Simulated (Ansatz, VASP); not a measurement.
**One calculation of TaF3, two programs**

Contents of INCAR:

```
ALGO     = Normal         # electronic algorithm
EDIFF    = 1E-6           # SCF threshold, eV
ENCUT    = 600            # plane-wave cutoff, eV
GGA      = CA             # functional
GGA_COMPAT= False        
ISIF     = 2              # what is computed and relaxed
ISMEAR   = 0              # smearing method
LASPH    = True           # aspherical terms in the spheres
LCHARG   = True           # write CHGCAR
LELF     = True           # ELF
LREAL    = False          # projectors in reciprocal space
LVHAR    = True         
LWAVE    = False          # write WAVECAR
NBANDS   = 24             # bands
NELM     = 120            # most SCF steps
PREC     = Accurate       # precision mode
SIGMA    = 0.15           # smearing width, eV
```

The input KPOINTS:

```
k-points
0
Gamma
  12 12 12
```

POSCAR

```
TaF3
1.0
    3.7841640000      0.0000000000      0.0000000000
    0.0000000000      3.7841640000      0.0000000000
    0.0000000000      0.0000000000      3.7841640000
Ta F
1 3
Direct
    0.0000000000      0.0000000000      0.0000000000
    0.5000000000      0.0000000000      0.0000000000
    0.0000000000      0.5000000000      0.0000000000
    0.0000000000      0.0000000000      0.5000000000
```

Input for Ansatz:

```yaml
crystal:
  lattice:
    - [3.784164, 0.0, 0.0]
    - [0.0, 3.784164, 0.0]
    - [0.0, 0.0, 3.784164]
  atoms:
    - { symbol: Ta, position: [0.0, 0.0, 0.0] }
    - { symbol: F, position: [0.5, 0.0, 0.0] }
    - { symbol: F, position: [0.0, 0.5, 0.0] }
    - { symbol: F, position: [0.0, 0.0, 0.5] }
basis:
  ecutwfc: 420
kpoints:
  mp_grid: { grid: [12, 12, 12] }
hamiltonian:
  xc: lda
scf:
  occupations: { method: gaussian, width: 0.15 }
output:
  forces: true
  stress: true
  eigenvalues: true
```

Change from the starting cell: strain -0.030 along x and y, -0.030 along z, atoms carried along.

Alike in both runs: task single point; functional LDA; k mesh 12 × 12 × 12; occupations gaussian, width 0.15 eV; no spin polarisation.

|  | VASP | Ansatz |
| --- | --- | --- |
| version | VASP 6.6.1 | Ansatz 0.2.0 |
| potentials or method | VASP PAW LDA potentials, release 64 (Ta_pv, F), cutoff 600 eV | scalar-relativistic, plane waves, PAW |
| valence electrons in the cell | 32 | 34 |

|  | VASP | Ansatz | Ansatz less VASP |
| --- | --- | --- | --- |
| gap on the k mesh at the Fermi level (eV) | none | none | - |
| pressure (GPa) | 38.1 | 36.8 | -1.29 |

LDA's correlation is that of Perdew and Zunger in VASP and of Perdew and Wang (1992) in Ansatz. A gap of «none» marks a metal or a gap that the smearing closes. Both programs put the cell under a high pressure, so it lies far from rest at this level. VASP's potentials hold 32 valence electrons a cell and Ansatz's 34, so a difference there can come from the potentials and not from the codes.

Neither program's run includes spin-orbit coupling.
